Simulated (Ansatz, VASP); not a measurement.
Two plane-wave programs on W

The input INCAR:

```
SYSTEM = W
PREC     = Accurate       ! precision mode
ENCUT    = 520            ! plane-wave cutoff, eV
EDIFF    = 1E-6           ! SCF threshold, eV
ISMEAR   = 0              ! smearing method
SIGMA    = 0.15           ! smearing width, eV
LREAL    = .FALSE.        ! projectors in reciprocal space
LASPH    = .TRUE.         ! aspherical terms in the spheres
NELM     = 100            ! most SCF steps
ALGO     = Fast           ! electronic algorithm
ISIF     = 2              ! what is computed and relaxed
LWAVE    = .FALSE.        ! write WAVECAR
LCHARG   = .FALSE.        ! write CHGCAR
NBANDS   = 13             ! bands
```

File KPOINTS:

```
regular mesh
0
G
  22 22 22
  0 0 0
```

The input POSCAR:

```
W
1.0
    0.0000000000      2.0177585175      2.0177585175
    2.0177585175      0.0000000000      2.0177585175
    2.0177585175      2.0177585175      0.0000000000
W
1
Direct
    0.0000000000      0.0000000000      0.0000000000
```

Input for Ansatz:

```yaml
crystal:
  lattice:
    - [0.0, 2.0177585175, 2.0177585175]
    - [2.0177585175, 0.0, 2.0177585175]
    - [2.0177585175, 2.0177585175, 0.0]
  atoms:
    - { symbol: W, position: [0.0, 0.0, 0.0] }
basis:
  ecutwfc: 420
kpoints:
  mp_grid: { grid: [22, 22, 22] }
hamiltonian:
  xc: lda
  pseudopotentials: { kind: paw, azcp: { folder: soft_1 } }
scf:
  occupations: { method: gaussian, width: 0.15 }
output:
  forces: true
  stress: true
  eigenvalues: true
```

Alike in both runs: task single point; functional LDA; k mesh 22 × 22 × 22; occupations gaussian, width 0.15 eV; no spin polarisation.

```csv
,VASP,Ansatz
version,VASP 6.6.1,Ansatz 0.2.0
potentials or method,"VASP PAW LDA potentials, release 64 (W_sv), cutoff 520 eV","scalar-relativistic, plane waves, PAW"
valence electrons in the cell,14,14
```

VASP gave:

| Quantity | Value |
| --- | --- |
| gap on the k mesh at the Fermi level (eV) | none |
| pressure (GPa) | -11.9 |

**Question.** Estimate Ansatz's values.

**Answer.** gap on the k mesh at the Fermi level (eV): none; pressure (GPa): -13.4.

Ansatz warns that its potentials were made for another functional, while VASP's fit it. LDA's correlation is that of Perdew and Zunger in VASP and of Perdew and Wang (1992) in Ansatz. A gap of «none» marks a metal or a gap that the smearing closes.

Spin-orbit coupling is off throughout.
